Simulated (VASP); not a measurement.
# SnTe3As (P4/mmm) in VASP: a series of runs, part 2 of 2

VASP 6.6.1. The steps go on from the part before.

## 3. Single point, PBE

This run uses another cell than the first one, of 39.71 Å³/atom.

INCAR

```
PREC = Accurate ; ENCUT = 520
EDIFF = 1E-6 ; ISMEAR = 0
SIGMA = 0.1 ; LREAL = F
LASPH = T ; NELM = 60
ALGO = Normal ; ISIF = 2
LWAVE = F ; LCHARG = F
GGA = PE ; NBANDS = 26
```

KPOINTS

```
regular mesh
0
Gamma
  4 4 4
```

POSCAR

```
SnTe3As
1.0
    6.0558478210      0.0000000000      0.0000000000
    0.0000000000      6.0558478210      0.0000000000
    0.0000000000      0.0000000000      5.4134406114
Sn Te As
1 3 1
Direct
    0.0000000000      0.0000000000      0.5000000000
    0.5000000000      0.5000000000      0.5000000000
    0.0000000000      0.5000000000      0.5000000000
    0.5000000000      0.0000000000      0.5000000000
    0.0000000000      0.0000000000      0.0000000000
```

Potentials or basis: VASP PAW PBE potentials, release 64 (Sn_d, Te, As).

On the command line:

```bash
cat potpaw_PBE.64/Sn_d/POTCAR potpaw_PBE.64/Te/POTCAR potpaw_PBE.64/As/POTCAR > POTCAR
mpirun -np 1 vasp_std > vasp.out
```

OUTCAR:

```text
PREC = Accurate
   ENCUT = 520
   EDIFF = 1E-6
   ISMEAR = 0
   LREAL = F
   LASPH = T
   NELM = 60
   ISIF = 2
   GGA = PE

 ion  position               nearest neighbor table
   1  0.000  0.000  0.500-   5 2.71   5 2.71   3 3.03   4 3.03   3 3.03   4 3.03
   2  0.500  0.500  0.500-   3 3.03   4 3.03   4 3.03   3 3.03
   3  0.000  0.500  0.500-   1 3.03   2 3.03   1 3.03   2 3.03
   4  0.500  0.000  0.500-   1 3.03   2 3.03   2 3.03   1 3.03
   5  0.000  0.000  0.000-   1 2.71   1 2.71

  LATTYP: Found a simple tetragonal cell.
 ALAT       =     6.0558478210
 C/A-ratio  =     0.8939195256

  Lattice vectors:

 A1 = (   6.0558478210,   0.0000000000,   0.0000000000)
 A2 = (   0.0000000000,   6.0558478210,   0.0000000000)
 A3 = (   0.0000000000,   0.0000000000,   5.4134406114)

Analysis of symmetry for initial positions (statically):
=====================================================================
 Subroutine PRICEL returns:
 Original cell was already a primitive cell.

 Routine SETGRP: Setting up the symmetry group for a
 simple tetragonal supercell.

 Subroutine GETGRP returns: Found 16 space group operations
 (whereof 16 operations were pure point group operations)
 out of a pool of 16 trial point group operations.

The static configuration has the point symmetry D_4h.

Analysis of symmetry for dynamics (positions and initial velocities):
=====================================================================
 Subroutine PRICEL returns:
 Original cell was already a primitive cell.

 Routine SETGRP: Setting up the symmetry group for a
 simple tetragonal supercell.

 Subroutine GETGRP returns: Found 16 space group operations
[... 116 lines left out ...]
   EFERMI =   0.00;   METHOD = LEGACY
   ISMEAR =     0;   SIGMA  =   0.10  broadening in eV -4-tet -1-fermi 0-gaus
   EFERMI_NEDOS =   21; number of points for ismear=-14 and -15
   IALGO  =     38    algorithm
   IMIX   =      4    mixing-type and parameters
     AMIX     =   0.40;   BMIX     =  1.00
     AMIX_MAG =   1.60;   BMIX_MAG =  1.00
  volume/ion in A,a.u.               =      39.71       267.95
  Fermi-wavevector in a.u.,A,eV,Ry     =   0.935121  1.767122 11.897623  0.874451
  Thomas-Fermi vector in A             =   2.061996
   LORBIT       =      0    0 simple, 1 ext, 2 COOP (PROOUT), +10 PAW based schemes
   GGA     = PE    functional components
   LHFCALC =     F    Hartree Fock is set to
   AEXX    =    0.0000 exact exchange contribution
   IVDW    =     0    specifies the selected vdW correction
   LEPSILON=     F    determine dielectric tensor
   LRPA    =     F    only Hartree local field effects (RPA)
 non-spin polarized calculation
 Gauss-broadening in eV      SIGMA  =   0.10
  energy-cutoff  :      520.00
  volume of cell :      198.53
 maximum number of plane-waves:      5390
 NGX is ok and might be reduce to    48
   NGX = 23   NGY = 23   NGZ = 21

 number of electron      37.0000017 magnetization

 Free energy of the ion-electron system (eV)
  ---------------------------------------------------
  ext. energy  EPLUGINS =         0.00000000
  ---------------------------------------------------
  free energy    TOTEN  =       -16.02433907 eV

  energy without entropy =      -15.98612368  energy(sigma->0) =      -16.00523138

 E-fermi :   3.1490     XC(G=0):  -7.9510

 val. band max:        3.1472036889   @ k =   0.2500   0.2500   0.0000
 cond. band min:       3.1729941832   @ k =   0.2500   0.2500   0.5000
 fundamental gap:      0.0257904943
 Fermi energy:         3.1489801308

 k-point     1 :       0.0000    0.0000    0.0000
  band No.  band energies     occupation
      1     -18.4282      2.00000
      2     -18.3967      2.00000
      3     -18.3953      2.00000
      4     -18.3401      2.00000
      5     -18.3401      2.00000
      6      -9.4929      2.00000
[... 511 lines left out ...]
     25       6.0725      0.00000
     26       9.3765      0.00000

------------------------ aborting loop because EDIFF is reached ----------------------------------------

  FORCE on cell =-STRESS in cart. coord.  units (eV):
  Direction    XX          YY          ZZ          XY          YZ          ZX
  --------------------------------------------------------------------------------------
  -------------------------------------------------------------------------------------
  Total        0.2931731      0.2931731     -0.0875381      0.0000000      0.0000000      0.0000000
  in kB        2.3659819      2.3659819     -0.7064547      0.0000000      0.0000000      0.0000000
  external PRESSURE =       1.3418363 kB  Pullay stress =       0.0000000 kB

 VOLUME and BASIS-vectors are now :
 -----------------------------------------------------------------------------
  energy-cutoff  :      520.00
  volume of cell :      198.53
      direct lattice vectors                 reciprocal lattice vectors
     6.055847821  0.000000000  0.000000000     0.165129645  0.000000000  0.000000000
     0.000000000  6.055847821  0.000000000     0.000000000  0.165129645  0.000000000
     0.000000000  0.000000000  5.413440611     0.000000000  0.000000000  0.184725403

 POSITION                                       TOTAL-FORCE (eV/Angst)
 -----------------------------------------------------------------------------------
      0.00000      0.00000      2.70672         0.000000      0.000000      0.000000
      3.02792      3.02792      2.70672         0.000000      0.000000      0.000000
      0.00000      3.02792      2.70672         0.000000      0.000000      0.000000
      3.02792      0.00000      2.70672         0.000000      0.000000      0.000000
      0.00000      0.00000      0.00000         0.000000      0.000000      0.000000
 -----------------------------------------------------------------------------------
    total drift:                                0.000000      0.000000     -0.000000

  FREE ENERGIE OF THE ION-ELECTRON SYSTEM (eV)
  ---------------------------------------------------
  free  energy   TOTEN  =       -16.0243390703 eV

  energy  without entropy=      -15.9861236808  energy(sigma->0) =      -16.00523138
```

OSZICAR:

```text
N       E                     dE             d eps       ncg     rms          rms(c)
DAV:   1     0.245787914250E+03    0.24579E+03   -0.14911E+04   936   0.128E+03
DAV:   2     0.134161101036E+02   -0.23237E+03   -0.22400E+03  1028   0.274E+02
DAV:   3    -0.149346453127E+02   -0.28351E+02   -0.27787E+02  1166   0.104E+02
DAV:   4    -0.160991158800E+02   -0.11645E+01   -0.11551E+01  1172   0.227E+01
DAV:   5    -0.161402306556E+02   -0.41115E-01   -0.41103E-01  1428   0.432E+00    0.996E+00
DAV:   6    -0.160838968559E+02    0.56334E-01   -0.11837E+00  1200   0.342E+00    0.645E+00
DAV:   7    -0.160568840894E+02    0.27013E-01   -0.88836E-01  1044   0.204E+00    0.404E+00
DAV:   8    -0.160237907196E+02    0.33093E-01   -0.16265E-01  1046   0.152E+00    0.265E-01
DAV:   9    -0.160244486230E+02   -0.65790E-03   -0.13129E-02  1088   0.597E-01    0.234E-01
DAV:  10    -0.160243607411E+02    0.87882E-04   -0.64182E-04  1320   0.169E-01    0.177E-01
DAV:  11    -0.160243469121E+02    0.13829E-04   -0.15775E-04  1076   0.681E-02    0.468E-02
DAV:  12    -0.160243381252E+02    0.87869E-05   -0.39201E-05  1082   0.282E-02    0.954E-03
DAV:  13    -0.160243390703E+02   -0.94506E-06   -0.71509E-06  1002   0.115E-02
   1 F= -.16024339E+02 E0= -.16005231E+02  d E =-.382154E-01
```

It took 2.7 min on 1 thread of Intel Xeon 8259CL, shared host; peak memory 0.35 GiB.

Results:

```
Free energy            : -16.0243 eV
Pressure               : 0.1 GPa
Band gap on the k mesh : zero (an odd number of electrons rules out a gap without spin polarisation)
```

Caveat: spin-orbit coupling is left out, which moves the levels of the heavy elements.

## 4. Single point, PBE

This run uses another cell than the first one, of 39.58 Å³/atom.

INCAR

```
SYSTEM = SnTe3As
  PREC = Accurate
  ENCUT = 520
  EDIFF = 1E-7
  ISMEAR = 0
  SIGMA = 0.1
  LREAL = .FALSE.
  LASPH = .TRUE.
  NELM = 100
  ALGO = Normal
  ISIF = 2
  LWAVE = .FALSE.
  LCHARG = .TRUE.
  GGA = PE
  LELF = .TRUE.
  LVHAR = .TRUE.
  NBANDS = 26
```

KPOINTS

```
regular mesh
0
G
  6 6 8
  0 0 0
```

Edit POSCAR of step 3 so:

```diff
@@ -2,5 +2,5 @@
 1.0
-    6.0558478210      0.0000000000      0.0000000000
-    0.0000000000      6.0558478210      0.0000000000
-    0.0000000000      0.0000000000      5.4134406114
+    6.0819888994      0.0000000000      0.0000000000
+    0.0000000000      6.0819888994      0.0000000000
+    0.0000000000      0.0000000000      5.3497715583
 Sn Te As
```

On the command line:

```bash
cat potpaw_PBE.64/Sn_d/POTCAR potpaw_PBE.64/Te/POTCAR potpaw_PBE.64/As/POTCAR > POTCAR
mpirun -np 1 vasp_std > vasp.out
```

Wall time 8 min (1 thread of Intel Xeon 8259CL, shared host); peak memory 0.47 GiB.

Results (log left out):

```yaml
Free_energy: -15.9034 eV
Pressure: 0.0 GPa
Band_gap_on_the_k_mesh: zero (an odd number of electrons rules out a gap without spin polarisation)
```

Levels at points of the mesh, in eV from the Fermi level:
```csv
k point,band 15,band 16,band 17,band 18,band 19,band 20,band 21,band 22,band 23,band 24
"(0.00, 0.00, 0.00)",-3.28,-1.88,-0.90,0.19,0.19,0.65,3.31,3.64,3.64,3.77
"(0.50, 0.00, 0.00)",-1.75,-1.63,-0.86,-0.48,-0.05,0.20,0.61,2.45,3.85,5.04
"(0.50, 0.50, 0.00)",-1.26,-1.25,-1.25,-1.20,-1.01,-1.01,-0.86,0.51,2.02,2.02
"(0.00, 0.00, 0.50)",-2.82,-1.31,-0.66,-0.66,0.06,1.93,3.23,3.53,3.57,3.57
"(0.50, 0.00, 0.50)",-1.66,-1.41,-0.77,-0.62,-0.04,0.72,1.65,2.60,2.91,3.87
"(0.50, 0.50, 0.50)",-1.22,-1.14,-1.14,-0.81,-0.80,0.63,0.63,0.85,0.85,2.53
```

Caveat: spin-orbit coupling is left out, which moves the levels of the heavy elements.

## 5. Relaxation of cell and atoms, PBE

INCAR

```
SYSTEM = SnTe3As
  PREC = Accurate
  ENCUT = 600
  EDIFF = 1E-6
  ISMEAR = 0
  SIGMA = 0.1
  LREAL = .False.
  LASPH = .True.
  NELM = 100
  ALGO = Normal
  ISIF = 3
  LWAVE = .False.
  LCHARG = .False.
  GGA = PE
  IBRION = 2
  NSW = 90
  EDIFFG = -0.04
```

KPOINTS

```
Automatic mesh
0
Gamma
  4 4 4
  0 0 0
```

Edit POSCAR of step 4 so:

```diff
@@ -2,5 +2,5 @@
 1.0
-    6.0819888994      0.0000000000      0.0000000000
-    0.0000000000      6.0819888994      0.0000000000
-    0.0000000000      0.0000000000      5.3497715583
+    5.5568367800      0.0000000000      0.0000000000
+    0.0000000000      5.5568367800      0.0000000000
+    0.0000000000      0.0000000000      5.9868786000
 Sn Te As
```

On the command line:

```bash
cat potpaw_PBE.64/Sn_d/POTCAR potpaw_PBE.64/Te/POTCAR potpaw_PBE.64/As/POTCAR > POTCAR
mpirun -np 1 vasp_std > vasp.out
```

Wall time 15 min (1 thread of Intel Xeon 8259CL, shared host); peak memory 0.42 GiB.

It converged, with:

* Free energy: -16.0236 eV
* Relaxed volume: 39.78 Å³/atom
* Relaxed cell: a = 6.062 Å, b = 6.062 Å, c = 5.412 Å, α = 90.00°, β = 90.00°, γ = 90.00°
* Space group after relaxing (to 0.1 Å): P4/mmm (No. 123)
* Energy gained by relaxing: 330.7 meV/atom
* Ionic steps: 8
* Pressure after relaxing: 0.1 GPa
* Band gap on the k mesh: zero (an odd number of electrons rules out a gap without spin polarisation)

Stress tensor (GPa, compression positive):
```
 0.11  0.00  0.00
 0.00  0.11  0.00
 0.00  0.00 -0.06
```

Step by step:
| step | energy change (eV) | largest force (eV/Å) | pressure (GPa) | volume (Å³) |
| --- | --- | --- | --- | --- |
| 1 | 0.0000 | 0.0000 | 8.63 | 184.87 |
| 2 | -1.0081 | 0.0000 | -4.04 | 240.14 |
| 3 | -1.4617 | 0.0000 | -1.48 | 215.81 |
| 4 | -1.6137 | 0.0000 | -0.86 | 206.58 |
| 5 | -1.6519 | 0.0000 | -0.28 | 200.93 |
| 6 | -1.6528 | 0.0000 | -0.15 | 199.81 |
| 7 | -1.6528 | 0.0000 | -0.19 | 200.13 |
| 8 | -1.6534 | 0.0000 | 0.05 | 198.89 |

Final structure:
```xyz
5
Lattice="6.0623 0.0000 0.0000 0.0000 6.0623 0.0000 0.0000 0.0000 5.4118" Properties=species:S:1:pos:R:3 pbc="T T T"
Sn    0.0000    0.0000    2.7059
Te    3.0312    3.0312    2.7059
Te    0.0000    3.0312    2.7059
Te    3.0312    0.0000    2.7059
As    0.0000    0.0000    5.4118
```

Levels at points of the mesh, in eV from the Fermi level:
| k point | band 14 | band 15 | band 16 | band 17 | band 18 | band 19 | band 20 | band 21 | band 22 |
| --- | --- | --- | --- | --- | --- | --- | --- | --- | --- |
| (0.00, 0.00, 0.00) | -3.22 | -3.22 | -1.83 | -0.93 | 0.17 | 0.17 | 0.69 | 3.37 | 3.79 |
| (0.50, 0.00, 0.00) | -2.09 | -1.67 | -1.53 | -0.87 | -0.43 | -0.02 | 0.19 | 0.71 | 2.47 |
| (0.50, 0.50, 0.00) | -1.36 | -1.23 | -1.15 | -1.14 | -1.14 | -0.92 | -0.92 | -0.76 | 0.59 |
| (0.00, 0.00, 0.50) | -3.04 | -2.81 | -1.31 | -0.64 | -0.64 | 0.11 | 1.81 | 3.16 | 3.72 |
| (0.50, 0.00, 0.50) | -1.71 | -1.67 | -1.34 | -0.71 | -0.59 | 0.04 | 0.71 | 1.75 | 2.50 |
| (0.50, 0.50, 0.50) | -1.34 | -1.19 | -1.01 | -1.01 | -0.73 | -0.72 | 0.62 | 0.62 | 0.93 |

Caveat: spin-orbit coupling is left out, which moves the levels of the heavy elements.

## 6. Relaxation of cell and atoms, PBE

This run uses another cell than the first one, of 39.71 Å³/atom.

INCAR

```
SYSTEM = SnTe3As
ALGO = Normal
EDIFF = 1E-6
EDIFFG = -0.01
ENCUT = 600
GGA = PE
IBRION = 2
ISIF = 3
ISMEAR = 0
LASPH = .True.
LCHARG = .False.
LREAL = .False.
LWAVE = .False.
NELM = 100
NSW = 100
PREC = Accurate
SIGMA = 0.1
```

KPOINTS

```
k-points
0
Gamma
  6 6 8
  0 0 0
```

Edit POSCAR of step 5 so:

```diff
@@ -2,5 +2,5 @@
 1.0
-    5.5568367800      0.0000000000      0.0000000000
-    0.0000000000      5.5568367800      0.0000000000
-    0.0000000000      0.0000000000      5.9868786000
+    6.0558478210      0.0000000000      0.0000000000
+    0.0000000000      6.0558478210      0.0000000000
+    0.0000000000      0.0000000000      5.4134406114
 Sn Te As
```

Potentials or basis: VASP PAW PBE potentials, release 64 (Sn_d, Te, As).

On the command line:

```bash
cat potpaw_PBE.64/Sn_d/POTCAR potpaw_PBE.64/Te/POTCAR potpaw_PBE.64/As/POTCAR > POTCAR
mpirun -np 1 vasp_std > vasp.out
```

Wall time 22 min (1 thread of Intel Xeon 8259CL, shared host); peak memory 0.56 GiB.

Results (log left out):

| Item | Value |
| --- | --- |
| Free energy | -15.9035 eV |
| Relaxed volume | 39.63 Å³/atom |
| Relaxed cell | a = 6.082 Å, b = 6.082 Å, c = 5.356 Å, α = 90.00°, β = 90.00°, γ = 90.00° |
| Space group after relaxing (to 0.1 Å) | P4/mmm (No. 123) |
| Energy gained by relaxing | 1.2 meV/atom |
| Ionic steps | 5 |
| Pressure after relaxing | 0.0 GPa |
| Band gap on the k mesh | zero (an odd number of electrons rules out a gap without spin polarisation) |

Step by step:
```tsv
step	energy change (eV)	largest force (eV/Å)	pressure (GPa)	volume (Å³)
1	0.0000	0.0000	0.08	198.53
2	-0.0056	0.0000	-0.15	199.09
3	-0.0056	0.0000	-0.17	199.14
4	-0.0062	0.0000	0.05	198.00
5	-0.0062	0.0000	-0.02	198.14
```

Final structure:
```
Sn Te As
1.0
     6.08241    0.00000    0.00000
     0.00000    6.08241    0.00000
     0.00000    0.00000    5.35572
Sn Te As
1 3 1
Direct
  0.00000 0.00000 0.50000
  0.50000 0.50000 0.50000
  0.00000 0.50000 0.50000
  0.50000 0.00000 0.50000
  0.00000 0.00000 0.00000
```

Levels at points of the mesh, in eV from the Fermi level:
| k point | band 16 | band 17 | band 18 | band 19 | band 20 | band 21 | band 22 |
| --- | --- | --- | --- | --- | --- | --- | --- |
| (0.00, 0.00, 0.00) | -1.87 | -0.90 | 0.19 | 0.19 | 0.65 | 3.31 | 3.64 |
| (0.50, 0.00, 0.00) | -1.63 | -0.86 | -0.48 | -0.05 | 0.20 | 0.61 | 2.45 |
| (0.50, 0.50, 0.00) | -1.24 | -1.24 | -1.20 | -1.01 | -1.01 | -0.85 | 0.51 |
| (0.00, 0.00, 0.50) | -1.31 | -0.66 | -0.66 | 0.06 | 1.92 | 3.22 | 3.53 |
| (0.50, 0.00, 0.50) | -1.41 | -0.77 | -0.62 | -0.04 | 0.72 | 1.65 | 2.58 |
| (0.50, 0.50, 0.50) | -1.14 | -1.14 | -0.81 | -0.79 | 0.63 | 0.63 | 0.86 |

Caveat: spin-orbit coupling is left out, which moves the levels of the heavy elements.

## 7. Summary

| task | cell | k mesh | cutoff (eV) | gap on the mesh (eV) | pressure (GPa) | relaxed volume (Å³/atom) |
| --- | --- | --- | --- | --- | --- | --- |
| single point | a = 5.557, b = 5.557, c = 5.987 Å, 5 atoms | 4 × 4 × 4 | 520 | none | 8.6 | - |
| single point | a = 6.056, b = 6.056, c = 5.413 Å, 5 atoms | 4 × 4 × 4 | 520 | none | 0.1 | - |
| single point | a = 6.082, b = 6.082, c = 5.350 Å, 5 atoms | 6 × 6 × 8 | 520 | none | 0.0 | - |
| relaxation of cell and atoms | relaxed from a = 5.557, b = 5.557, c = 5.987 Å, 5 atoms | 4 × 4 × 4 | 600 | none | 0.1 | 39.78 |
| relaxation of cell and atoms | relaxed from a = 6.056, b = 6.056, c = 5.413 Å, 5 atoms | 6 × 6 × 8 | 600 | none | 0.0 | 39.63 |

Alike in all rows: level PBE; potentials or basis VASP PAW PBE potentials, release 64 (Sn_d, Te, As); no spin polarisation; smearing gaussian 0.1 eV.

Caveats: spin-orbit coupling is left out, which moves the levels of the heavy elements; the cell stands under pressure (at least some runs).

Total energies depend on the potentials used, so only differences within one code and one set of settings carry meaning.
